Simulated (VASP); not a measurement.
# Y3Sb2Au3 (R-3m) in VASP: single point with PBE

Aim: the single point of Y3Sb2Au3 with PBE.

All numbers are computed with VASP 6.6.1; they aren't measurements. Logs are shortened: lines on timing, memory, paths and dates and some standing lists are left out, and cuts for length are marked.

## Step 1: The cell of the first run

It takes space group R-3m (No. 166, trigonal). The conventional cell has a = 5.960 Å, b = 5.960 Å, c = 20.694 Å, α = 90.00°, β = 90.00°, γ = 120.00°. Within 5.0 Å of Y (site symmetry -3m) lie 6 Sb at 3.78 Å and 6 Au at 3.85 Å and 6 Y at 3.87 Å. Y (site symmetry 3m) has 4 Y at 3.34 to 3.87 Å and 4 Sb at 3.34 to 3.45 Å and 6 Au at 3.42 Å within 4.4 Å. Au (site symmetry 2/m) has 2 Sb at 2.55 Å and 4 Au at 2.98 Å and 4 Y at 3.42 Å within 3.5 Å. Within 3.5 Å of Sb (site symmetry 3m) lie 3 Au at 2.55 Å and 4 Y at 3.34 to 3.45 Å.

## Step 2: Single point, PBE

Contents of POSCAR:

```
Y3Sb2Au3
1.0
    5.9600770000      0.0000000000      0.0000000000
   -2.9800390000      5.1615830000      0.0000000000
   -2.9800390000      1.7205280000      6.8979670000
Y Au Sb
3 3 2
Direct
    0.5000000000      0.5000000000      0.5000000000
    0.0807000000      0.9193000000      0.2421000000
    0.9193000000      0.0807000000      0.7579000000
    0.5000000000      0.0000000000      0.0000000000
    0.0000000000      0.5000000000      0.0000000000
    0.5000000000      0.5000000000      0.0000000000
    0.2423000000      0.7577000000      0.7269000000
    0.7577000000      0.2423000000      0.2731000000
```

Contents of INCAR.step1:

```
PREC = Accurate
ENCUT = 520
EDIFF = 1E-6
ISMEAR = 0
SIGMA = 0.0143
LREAL = F
LASPH = T
NELM = 80
ALGO = Normal
ISIF = 2
LWAVE = F
LCHARG = T
LMAXMIX = 4
GGA = PE
NBANDS = 48
```

Contents of KPOINTS.step1:

```
Automatic mesh
0
Gamma
  5 5 5
```

Contents of INCAR.step2:

```
PREC = Accurate
ENCUT = 520
EDIFF = 1E-6
ISMEAR = -5
SIGMA = 0.0143
LREAL = F
LASPH = T
NELM = 80
ALGO = Normal
ISIF = 2
LWAVE = F
LCHARG = F
LMAXMIX = 4
GGA = PE
LORBIT = 10
NEDOS = 2001
ICHARG = 11
```

Contents of KPOINTS.step2:

```
Automatic mesh
0
Gamma
  8 8 8
```

Potentials or basis: VASP PAW PBE potentials, release 64 (Y_sv, Au, Sb).

Started as:

```bash
$ cat potpaw_PBE.64/Y_sv/POTCAR potpaw_PBE.64/Au/POTCAR potpaw_PBE.64/Sb/POTCAR > POTCAR
$ cp INCAR.step1 INCAR
$ cp KPOINTS.step1 KPOINTS
$ mpirun -np 1 vasp_std > vasp.out
$ cp INCAR.step2 INCAR
$ cp KPOINTS.step2 KPOINTS
$ mpirun -np 1 vasp_std > vasp.out
```

OUTCAR:

```text
PREC = Accurate
   ENCUT = 520
   EDIFF = 1E-6
   ISMEAR = -5
   LREAL = F
   LASPH = T
   NELM = 80
   ISIF = 2
   GGA = PE
   LORBIT = 10
   ICHARG = 11

 ion  position               nearest neighbor table
   1  0.500  0.500  0.500-   7 3.78   8 3.78   8 3.78   7 3.78   7 3.78   8 3.78   5 3.85   5 3.85
                             6 3.85   6 3.85   4 3.85   4 3.85   2 3.87   3 3.87   3 3.87   2 3.87
   2  0.081  0.919  0.242-   3 3.34   7 3.34   4 3.42   4 3.42   6 3.42   6 3.42   5 3.42   5 3.42
                             8 3.45   8 3.45   8 3.45   1 3.87   1 3.87   1 3.87
   3  0.919  0.081  0.758-   2 3.34   8 3.34   4 3.42   4 3.42   6 3.42   6 3.42   5 3.42   5 3.42
                             7 3.45   7 3.45   7 3.45   1 3.87   1 3.87   1 3.87
   4  0.500  0.000  0.000-   7 2.55   8 2.55   5 2.98   5 2.98   6 2.98   6 2.98   3 3.42   2 3.42
                             3 3.42   2 3.42   1 3.85   1 3.85
   5  0.000  0.500  0.000-   7 2.55   8 2.55   6 2.98   6 2.98   4 2.98   4 2.98   3 3.42   2 3.42
                             3 3.42   2 3.42   1 3.85   1 3.85
   6  0.500  0.500  0.000-   7 2.55   8 2.55   5 2.98   5 2.98   4 2.98   4 2.98   3 3.42   2 3.42
                             3 3.42   2 3.42   1 3.85   1 3.85
   7  0.242  0.758  0.727-   6 2.55   5 2.55   4 2.55   2 3.34   3 3.45   3 3.45   3 3.45   1 3.78
                             1 3.78   1 3.78
   8  0.758  0.242  0.273-   6 2.55   5 2.55   4 2.55   3 3.34   2 3.45   2 3.45   2 3.45   1 3.78
                             1 3.78   1 3.78

  LATTYP: Found a trigonal (rhomboedric) cell.
 ALAT       =     7.7086184089
 COS(alpha) =     0.7011031985

  Lattice vectors:

 A1 = (  -2.9800390000,   1.7205280000,   6.8979670000)
 A2 = (   0.0000000000,  -3.4410550000,   6.8979670000)
 A3 = (   2.9800380000,   1.7205280000,   6.8979670000)

Analysis of symmetry for initial positions (statically):
=====================================================================
 Subroutine PRICEL returns:
 Original cell was already a primitive cell.

 Routine SETGRP: Setting up the symmetry group for a
 trigonal (rhombohedral) supercell.

 Subroutine GETGRP returns: Found 12 space group operations
 (whereof 12 operations were pure point group operations)
 out of a pool of 12 trial point group operations.

The static configuration has the point symmetry D_3d.

Analysis of symmetry for dynamics (positions and initial velocities):
=====================================================================
 Subroutine PRICEL returns:
 Original cell was already a primitive cell.

 Routine SETGRP: Setting up the symmetry group for a
 trigonal (rhombohedral) supercell.

 Subroutine GETGRP returns: Found 12 space group operations
 (whereof 12 operations were pure point group operations)
 out of a pool of 12 trial point group operations.

The dynamic configuration has the point symmetry D_3d.

 Subroutine INISYM returns: Found 12 space group operations
 (whereof 12 operations are pure point group operations),
 and found     1 'primitive' translations

----------------------------------------------------------------------------------------

                                     Primitive cell

  volume of cell :     212.2051

  direct lattice vectors                    reciprocal lattice vectors
     5.960077000  0.000000000  0.000000000     0.167783067  0.096869523  0.048323420
    -2.980039000  5.161583000  0.000000000     0.000000000  0.193739014 -0.048323426
    -2.980039000  1.720528000  6.897967000     0.000000000  0.000000000  0.144970250

  length of vectors
     5.960077000  5.960081502  7.708618409     0.199674773  0.199674633  0.144970250

  position of ions in fractional coordinates (direct lattice)
     0.500000000  0.500000000  0.500000000
     0.080700000  0.919300000  0.242100000
     0.919300000  0.080700000  0.757900000
     0.500000000  0.000000000  0.000000000
     0.000000000  0.500000000  0.000000000
     0.500000000  0.500000000  0.000000000
     0.242300000  0.757700000  0.726900000
     0.757700000  0.242300000  0.273100000

  ion indices of the primitive-cell ions
   primitive index   ion index
                 1           1
                 2           2
                 3           3
                 4           4
                 5           5
                 6           6
                 7           7
                 8           8

----------------------------------------------------------------------------------------

 KPOINTS: Automatic mesh

Automatic generation of k-mesh.
 Grid dimensions read from file:
 generate k-points for:    8    8    8

 Generating k-lattice:

  Cartesian coordinates                     Fractional coordinates (reciprocal lattice)
     0.020972883  0.012108690  0.006040428     0.125000000  0.000000000  0.000000000
     0.000000000  0.024217377 -0.006040428     0.000000000  0.125000000 -0.000000000
     0.000000000  0.000000000  0.018121281     0.000000000  0.000000000  0.125000000

  Length of vectors
     0.024959347  0.024959329  0.018121281

  Shift w.r.t. Gamma in fractional coordinates (k-lattice)
     0.000000000  0.000000000  0.000000000

 TETIRR: Found    256 inequivalent tetrahedra from     3072

 Subroutine IBZKPT returns following result:
 ===========================================

 Found     65 irreducible k-points:

 Following reciprocal coordinates:
            Coordinates               Weight
  0.000000  0.000000  0.000000      1.000000
  0.125000  0.000000 -0.000000      6.000000
  0.250000  0.000000 -0.000000      6.000000
  0.375000  0.000000  0.000000      6.000000
  0.500000  0.000000 -0.000000      3.000000
  0.125000  0.125000 -0.000000      6.000000
[... 16 lines left out ...]
  0.125000  0.000000  0.125000      6.000000
  0.250000  0.000000  0.125000      6.000000
 [... further k-points ...]
   k-points           NKPTS =     65   k-points in BZ     NKDIM =     65   number of bands    NBANDS=     45
   number of dos      NEDOS =   2001   number of ions     NIONS =      8
   total plane-waves  NPLWV = 138240
   dimension x,y,z NGX =    48 NGY =   48 NGZ =   60
   dimension x,y,z NGXF=    96 NGYF=   96 NGZF=  120
   ions per type =               3   3   2
   NGX,Y,Z   is equivalent  to a cutoff of  13.39, 13.39, 12.94 a.u.
   NGXF,Y,Z  is equivalent  to a cutoff of  26.78, 26.78, 25.88 a.u.
 SYSTEM =  unknown system
   PREC   = accura    normal or accurate (medium, high low for compatibility)
   ISTART =      0    job   : 0-new  1-cont  2-samecut
   ICHARG =     11    charge: 1-file 2-atom 10-const
   ISPIN  =      1    spin polarized calculation?
   LNONCOLLINEAR =      F non collinear calculations
   LSORBIT =      F    spin-orbit coupling
   LASPH  =      T    aspherical Exc in radial PAW
   ENCUT  =  520.0 eV  38.22 Ry    6.18 a.u.  11.08 11.08 14.33*2*pi/ulx,y,z
   NELM   =     80;   NELMIN=  2; NELMDL=  0     # of ELM steps
   EDIFF  = 0.1E-05   stopping-criterion for ELM
   LREAL  =      F    real-space projection
   EDIFFG = 0.1E-04   stopping-criterion for IOM
   NSW    =      0    number of steps for IOM
   IBRION =     -1    ionic relax: 0-MD 1-quasi-New 2-CG
   NFREE  =      0    steps in history (QN), initial steepest desc. (CG)
   ISIF   =      2    stress and relaxation
   ISYM   =      2    0-nonsym 1-usesym 2-fastsym
   POTIM  = 0.5000    time-step for ionic-motion
   TEBEG  =    0.0;   TEEND  =   0.0 temperature during run
   PSTRESS=    0.0 pullay stress
   NELECT =      76.0000    total number of electrons
   NUPDOWN=      -1.0000    fix difference up-down
   EMIN   =  10.00;   EMAX   =-10.00  energy-range for DOS
   EFERMI =   0.00;   METHOD = LEGACY
   ISMEAR =    -5;   SIGMA  =   0.01  broadening in eV -4-tet -1-fermi 0-gaus
   EFERMI_NEDOS =   21; number of points for ismear=-14 and -15
   IALGO  =     38    algorithm
   IMIX   =      4    mixing-type and parameters
     AMIX     =   0.40;   BMIX     =  1.00
     AMIX_MAG =   1.60;   BMIX_MAG =  1.00
  volume/ion in A,a.u.               =      26.53       179.00
  Fermi-wavevector in a.u.,A,eV,Ry     =   1.162592  2.196981 18.389914  1.351621
  Thomas-Fermi vector in A             =   2.299152
   LORBIT       =     10    0 simple, 1 ext, 2 COOP (PROOUT), +10 PAW based schemes
   GGA     = PE    functional components
   LHFCALC =     F    Hartree Fock is set to
   AEXX    =    0.0000 exact exchange contribution
   IVDW    =     0    specifies the selected vdW correction
   LEPSILON=     F    determine dielectric tensor
   LRPA    =     F    only Hartree local field effects (RPA)
 non-spin polarized calculation
 Fermi weights with tetrahedron method with Bloechl corrections
  energy-cutoff  :      520.00
  volume of cell :      212.21
 maximum number of plane-waves:      5733
 NGX is ok and might be reduce to    48

 number of electron      76.0000006 magnetization

 Free energy of the ion-electron system (eV)
  ---------------------------------------------------
  ext. energy  EPLUGINS =         0.00000000
  ---------------------------------------------------
  free energy    TOTEN  =       -39.35694118 eV

  energy without entropy =      -39.35694118  energy(sigma->0) =      -39.35694118

 E-fermi :   6.1905     XC(G=0): -10.1866

 val. band max:        6.2263068717   @ k =   0.3750   0.0000   0.2500
 cond. band min:       6.1556369109   @ k =   0.2500   0.5000   0.1250
 fundamental gap:     -0.0706699609
 Fermi energy:         6.1905424080

 k-point     1 :       0.0000    0.0000    0.0000
  band No.  band energies     occupation
      1     -37.7937      2.00000
      2     -37.2979      2.00000
      3     -37.2732      2.00000
      4     -17.7237      2.00000
      5     -17.7207      2.00000
      6     -17.7207      2.00000
[... 37 lines left out ...]
     44       7.5988      0.00000
     45       8.1311      0.00000
[... 1063 lines left out ...]
      5     -17.7222      2.00000
      6     -17.7217      2.00000
[... 37 lines left out ...]
     44       7.6196      0.00000
     45       8.0147      0.00000

 [... further k-points ...]
[... 5 lines left out ...]
  --------------------------------------------------------------------------------------
  -------------------------------------------------------------------------------------
  Total       -1.8808006     -1.8808042      4.4963067      0.0000002      0.0000002     -0.0000002
  in kB      -14.2002975    -14.2003245     33.9477202      0.0000014      0.0000016     -0.0000016
  external PRESSURE =       1.8490328 kB  Pullay stress =       0.0000000 kB

 VOLUME and BASIS-vectors are now :
 -----------------------------------------------------------------------------
  energy-cutoff  :      520.00
  volume of cell :      212.21
      direct lattice vectors                 reciprocal lattice vectors
     5.960077000  0.000000000  0.000000000     0.167783067  0.096869523  0.048323420
    -2.980039000  5.161583000  0.000000000     0.000000000  0.193739014 -0.048323426
    -2.980039000  1.720528000  6.897967000     0.000000000  0.000000000  0.144970250

 POSITION                                       TOTAL-FORCE (eV/Angst)
 -----------------------------------------------------------------------------------
     -0.00000      3.44106      3.44898         0.000000     -0.000000      0.000000
     -2.98004      5.16158      1.67000        -0.000000      0.000000      0.603304
      2.98004      1.72053      5.22797         0.000000     -0.000000     -0.603304
      2.98004      0.00000      0.00000         0.000000     -0.000000      0.000000
     -1.49002      2.58079      0.00000         0.000000      0.000000      0.000000
      1.49002      2.58079      0.00000         0.000000      0.000000      0.000000
     -2.98004      5.16158      5.01413         0.000000     -0.000000     -4.727116
      2.98004      1.72053      1.88383        -0.000000      0.000000      4.727116
 -----------------------------------------------------------------------------------
    total drift:                               -0.000000      0.000000      0.000000

  FREE ENERGIE OF THE ION-ELECTRON SYSTEM (eV)
  ---------------------------------------------------
  free  energy   TOTEN  =       -39.3569411774 eV

  energy  without entropy=      -39.3569411774  energy(sigma->0) =      -39.35694118

 total charge

# of ion       s       p       d       f       tot
--------------------------------------------------
    1        2.178   6.088   0.819   0.008   9.093
    2        2.168   6.203   0.888   0.015   9.275
    3        2.168   6.203   0.888   0.015   9.275
    4        0.628   0.437   8.714   0.000   9.780
    5        0.628   0.437   8.714   0.000   9.780
    6        0.628   0.437   8.714   0.000   9.780
    7        1.103   1.307   0.076   0.000   2.486
    8        1.103   1.307   0.076   0.000   2.486
--------------------------------------------------
tot         10.603  22.421  28.891   0.039  61.954
```

It took 19 min on 1 thread of Intel Xeon 8259CL, shared host; peak memory 0.75 GiB.

Results:

```yaml
Valence_electrons_inside_the_program's_atomic_spheres: Y 9.09, 9.28 (each value once); Au 9.78; Sb 2.49
```

Caveat: spin-orbit coupling is left out, which moves the levels of the heavy elements; tetrahedron occupations give inexact forces and stress in metals.
